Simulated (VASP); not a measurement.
A run of VASP 6.6.1 is set up as follows.

The input INCAR:

```
SYSTEM = SnO
PREC = Accurate ; ENCUT = 520
EDIFF = 1E-6 ; ISMEAR = 0
SIGMA = 0.15 ; LREAL = .FALSE.
LASPH = .TRUE. ; NELM = 80
ALGO = Normal ; ISIF = 2
LWAVE = .FALSE. ; LCHARG = .FALSE.
GGA = PE ; IVDW = 12
NBANDS = 28
```

The input KPOINTS:

```
regular mesh
0
G
  12 12 10
  0 0 0
```

The input POSCAR:

```
SnO
1.0
    3.8370963230      0.0000000000      0.0000000000
    0.0000000000      3.8370963230      0.0000000000
    0.0000000000      0.0000000000      4.7621286275
Sn O
2 2
Direct
    0.0000000000      0.5000000000      0.2432422108
    0.5000000000      0.0000000000      0.7567577892
   -0.0103750619     -0.0103750619      0.0000000000
    0.5000000000      0.5000000000      0.0000000000
```

Potentials or basis: VASP PAW PBE potentials, release 64 (Sn_d, O).

Run with:

```sh
$ cat potpaw_PBE.64/Sn_d/POTCAR potpaw_PBE.64/O/POTCAR > POTCAR
$ mpirun -np 1 vasp_std > vasp.out
```

Task: What does it give for the pressure?

Result: 0.3 GPa.

Task: What does it give for the dispersion energy per atom?

Result: -0.235 eV.

Task: Estimate the band gap on the k mesh.

Result: Zero (filled and empty bands touch).

Stress tensor (GPa, compression positive):
```
 0.31  0.05  0.31
 0.05  0.31 -0.31
 0.31 -0.31  0.27
```

Caveat: the cell differs from its parent crystal (atom 3 (O) moved +0.056 Å towards its neighbour atom 4 (O) at 2.713 Å); semilocal functionals underestimate gaps, and a narrow one can read as zero; spin-orbit coupling is left out, which moves the levels of the heavy elements.
